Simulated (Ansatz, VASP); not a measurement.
# Two plane-wave programs on CsPbCl3

INCAR

```
SYSTEM = CsPbCl3
ALGO     = Normal         ! electronic algorithm
EDIFF    = 1E-7           ! SCF threshold, eV
ENCUT    = 520            ! plane-wave cutoff, eV
GGA      = PE             ! functional
ISIF     = 2              ! what is computed and relaxed
ISMEAR   = -1             ! smearing method
LASPH    = .TRUE.         ! aspherical terms in the spheres
LCHARG   = .FALSE.        ! write CHGCAR
LREAL    = .FALSE.        ! projectors in reciprocal space
LWAVE    = .FALSE.        ! write WAVECAR
NBANDS   = 30             ! bands
NELM     = 100            ! most SCF steps
PREC     = Accurate       ! precision mode
SIGMA    = 0.05           ! smearing width, eV
```

File KPOINTS:

```
k-points
0
G
  5 5 5
  0 0 0
```

POSCAR

```
CsPbCl3
1.0
    5.5292474706      0.0000000000      0.0000000000
    0.0000000000      5.5292474706      0.0000000000
    0.0000000000      0.0000000000      5.5292474706
Pb Cs Cl
1 1 3
Direct
    0.5000000000      0.5000000000      0.5000000000
    0.0000000000      0.0000000000      0.0000000000
    0.5000000000      0.0000000000      0.5000000000
    0.0000000000      0.5000000000      0.5000000000
    0.5000000000      0.5000000000      0.0000000000
```

Contents of input.yaml:

```yaml
crystal:
  lattice:
    - [5.5292474706, 0.0, 0.0]
    - [0.0, 5.5292474706, 0.0]
    - [0.0, 0.0, 5.5292474706]
  atoms:
    - { symbol: Pb, position: [0.5, 0.5, 0.5] }
    - { symbol: Cs, position: [0.0, 0.0, 0.0] }
    - { symbol: Cl, position: [0.5, 0.0, 0.5] }
    - { symbol: Cl, position: [0.0, 0.5, 0.5] }
    - { symbol: Cl, position: [0.5, 0.5, 0.0] }
hamiltonian:
  xc: pbe
  pseudopotentials: { kind: paw }
kpoints:
  mp_grid: { grid: [5, 5, 5] }
scf:
  occupations: { method: fermi_dirac, width: 0.05 }
output:
  forces: true
  stress: true
  eigenvalues: true
  write_density: true
  write_potential: true
  elf: true
  volumetric_format: npy
```

Alike in both runs: task single point; functional PBE; k mesh 5 × 5 × 5; occupations fermi-dirac, width 0.05 eV; no spin polarisation.

|  | VASP | Ansatz |
| --- | --- | --- |
| version | VASP 6.6.1 | Ansatz 0.2.0 |
| potentials or method | VASP PAW PBE potentials, release 64 (Pb_d, Cs_sv, Cl) | Ansatz PAW |
| plane-wave cutoff (eV) | 520 | 420 |
| valence electrons in the cell | 44 | 44 |

Ansatz gave:

| Quantity | Value |
| --- | --- |
| gap on the k mesh at the Fermi level (eV) | 2.85 |
| least direct gap on the mesh (eV) | 2.85 |
| pressure (GPa) | 3.0 |

Question: What did VASP give for the same quantities?

Answer: gap on the k mesh at the Fermi level (eV): 2.86; least direct gap on the mesh (eV): 2.86; pressure (GPa): 3.0.

Spin-orbit coupling is off throughout. Noted on Ansatz's run: odd divisions of the mesh miss points on the zone boundary, where band edges often lie, so the gap on the mesh can be too wide.
